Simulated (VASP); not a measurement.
Write the native input for VASP 6.6.1 that does the following.

```
Task                   : single point
Functional             : revPBE
Potentials or basis    : VASP PAW PBE potentials, release 64 (Ru_pv)
Cutoff                 : 520 eV
k mesh                 : 16 × 16 × 16
Occupations            : fermi-dirac, width 0.1 eV
Spin                   : no spin polarisation
Dipole correction      : no
Further INCAR settings : ALGO = Normal; EDIFF = 1e-06; NBANDS = 13
```

The structure of Ru lies in POSCAR:

```
Ru
1.0
   -1.5921253194      1.5921253194      1.5921253194
    1.5921253194     -1.5921253194      1.5921253194
    1.5921253194      1.5921253194     -1.5921253194
Ru
1
Direct
    0.0000000000      0.0000000000      0.0000000000
```

This cell differs from its parent crystal: volume scaled by 1.12.

One way to write it, as run:

INCAR

```
PREC     = Accurate       # precision mode
ENCUT    = 520            # plane-wave cutoff, eV
EDIFF    = 1E-6           # SCF threshold, eV
ISMEAR   = -1             # smearing method
SIGMA    = 0.1            # smearing width, eV
LREAL    = False          # projectors in reciprocal space
LASPH    = True           # aspherical terms in the spheres
NELM     = 80             # most SCF steps
ALGO     = Normal         # electronic algorithm
ISIF     = 2              # what is computed and relaxed
LWAVE    = False          # write WAVECAR
LCHARG   = False          # write CHGCAR
GGA      = RE             # functional
NBANDS   = 13             # bands
```

KPOINTS

```
Automatic mesh
0
Gamma
  16 16 16
```

Potentials or basis: VASP PAW PBE potentials, release 64 (Ru_pv).

Launch:

```bash
$ cat potpaw_PBE.64/Ru_pv/POTCAR > POTCAR
$ mpirun -np 1 vasp_std > vasp.out
```

It gave:

| Item | Value |
| --- | --- |
| Pressure | -22.7 GPa |
| Band gap on the k mesh | zero (band 7 reaches 11.54 eV, above the bottom of band 8 at 8.83 eV) |

Caveat: the PAW data sets were made with another functional, which shifts forces and pressure a little.

Run time: 16 s on 1 thread of AMD EPYC 9R45 96-Core Processor (Zen 5), with other jobs on the host, peak memory 0.13 GiB.
